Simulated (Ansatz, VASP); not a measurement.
Two plane-wave programs on Sc3Re

File INCAR:

```
PREC = Accurate ; ENCUT = 520
EDIFF = 1E-6 ; ISMEAR = 0
SIGMA = 0.1 ; LREAL = False
LASPH = True ; NELM = 100
ALGO = Normal ; ISIF = 2
LWAVE = False ; LCHARG = True
GGA = PE ; LELF = True
LVHAR = True ; NBANDS = 28
```

Contents of KPOINTS:

```
regular mesh
0
Gamma
  6 6 6
```

The input POSCAR:

```
Sc3Re
1.0
   -2.0102681917      2.0102681917      4.4904692075
    2.0102681917     -2.0102681917      4.4904692075
    2.0102681917      2.0102681917     -4.4904692075
Sc Re
3 1
Direct
    0.5000000000      0.5000000000      0.0000000000
    0.2500000000      0.7500000000      0.5000000000
    0.7500000000      0.2500000000      0.5000000000
    0.0000000000      0.0000000000      0.0000000000
```

Input for Ansatz:

```yaml
crystal:
  lattice:
    - [-2.0102681917, 2.0102681917, 4.4904692075]
    - [2.0102681917, -2.0102681917, 4.4904692075]
    - [2.0102681917, 2.0102681917, -4.4904692075]
  atoms:
    - { symbol: Sc, position: [0.5, 0.5, 0.0] }
    - { symbol: Sc, position: [0.25, 0.75, 0.5] }
    - { symbol: Sc, position: [0.75, 0.25, 0.5] }
    - { symbol: Re, position: [0.0, 0.0, 0.0] }
basis:
  ecutwfc: 420
kpoints:
  mp_grid: { grid: [6, 6, 6] }
hamiltonian:
  xc: pbe
scf:
  occupations: { method: gaussian, width: 0.1 }
  lower_state_search: "off"
output:
  forces: true
  stress: true
  eigenvalues: true
```

Alike in both runs: task single point; functional PBE; k mesh 6 × 6 × 6; occupations gaussian, width 0.1 eV; no spin polarisation.

```csv
,VASP,Ansatz
version,VASP 6.6.1,Ansatz 0.2.0
potentials or method,"VASP PAW PBE potentials, release 64 (Sc_sv, Re), cutoff 520 eV","scalar-relativistic, plane waves, PAW"
valence electrons in the cell,40,48
```

Ansatz gave:

```
gap on the k mesh at the Fermi level (eV)                     : none
pressure (GPa)                                                : 10.0
traceless stress, the component that is largest in VASP (GPa) : -1.62
```

Task: Which values does VASP return?

Result: gap on the k mesh at the Fermi level (eV): none; pressure (GPa): 10.1; traceless stress, the component that is largest in VASP (GPa): -1.60.

A gap of «none» marks a metal or a gap that the smearing closes. VASP's potentials hold 40 valence electrons a cell and Ansatz's 48, so a difference there can come from the potentials and not from the codes.

The k mesh is coarse, so the values compare programs but aren't converged. Spin-orbit coupling is off throughout.
